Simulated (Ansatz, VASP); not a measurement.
**MoS2: VASP beside Ansatz**

The input POSCAR:

```
MoS2
1.0
    3.0360053017      0.0000000000      0.0000000000
   -1.5180026509      2.6292577173      0.0000000000
    0.0000000000      0.0000000000      7.0846045592
Mo S
1 2
Direct
    0.0000000000      0.0000000000      0.5000000000
    0.3333333333      0.6666666667      0.2533961981
    0.6666666667      0.3333333333      0.7466038019
```

INCAR.step1

```
SYSTEM = MoS2
ALGO = Normal ; EDIFF = 1E-4
ENCUT = 520 ; GGA = PE
ISMEAR = 0 ; LASPH = .TRUE.
LCHARG = .FALSE. ; LREAL = .FALSE.
LWAVE = .TRUE. ; NBANDS = 20
NELM = 80 ; PREC = Accurate
SIGMA = 0.15
```

The input INCAR.step2:

```
SYSTEM = MoS2
ALGO = Normal ; EDIFF = 1E-7
ENCUT = 520 ; ISIF = 2
ISMEAR = 0 ; ISTART = 1
LASPH = .TRUE. ; LCHARG = .TRUE.
LELF = .TRUE. ; LMIXTAU = .TRUE.
LREAL = .FALSE. ; LVHAR = .TRUE.
LWAVE = .FALSE. ; METAGGA = R2SCAN
NBANDS = 20 ; NELM = 80
PREC = Accurate ; SIGMA = 0.15
```

KPOINTS

```
k-points
0
G
  18 18 8
  0 0 0
```

Input for Ansatz:

```yaml
crystal:
  lattice:
    - [3.0360053017, 0.0, 0.0]
    - [-1.5180026509, 2.6292577173, 0.0]
    - [0.0, 0.0, 7.0846045592]
  atoms:
    - { symbol: Mo, position: [0.0, 0.0, 0.5] }
    - { symbol: S, position: [0.3333333333, 0.6666666667, 0.2533961981] }
    - { symbol: S, position: [0.6666666667, 0.3333333333, 0.7466038019] }
basis:
  ecutwfc: 500
kpoints:
  mp_grid: { grid: [18, 18, 8] }
hamiltonian:
  xc: r2scan
scf:
  occupations: { method: gaussian, width: 0.15 }
output:
  forces: true
  stress: true
  eigenvalues: true
```

Alike in both runs: task single point; functional r2SCAN; k mesh 18 × 18 × 8; occupations gaussian, width 0.15 eV; no spin polarisation.

```csv
,VASP,Ansatz
version,VASP 6.6.1,Ansatz 0.2.0
potentials or method,"VASP PAW PBE potentials, release 64 (Mo_sv, S), cutoff 520 eV","scalar-relativistic, plane waves, PAW"
valence electrons in the cell,26,26
```

|  | VASP | Ansatz | Ansatz less VASP |
| --- | --- | --- | --- |
| gap on the k mesh at the Fermi level (eV) | none | none | - |
| pressure (GPa) | -2.4 | -2.5 | -0.06 |
| traceless stress, the component that is largest in VASP (GPa) | -13.35 | -13.30 | +0.050 |
| rms of the force components (eV/Å) | 0.735 | 0.738 | +0.0029 |

VASP's potentials were made for PBE, not for r2SCAN. Atom by atom the forces differ by 0.003 eV/Å (rms over components). A gap of «none» marks a metal or a gap that the smearing closes.
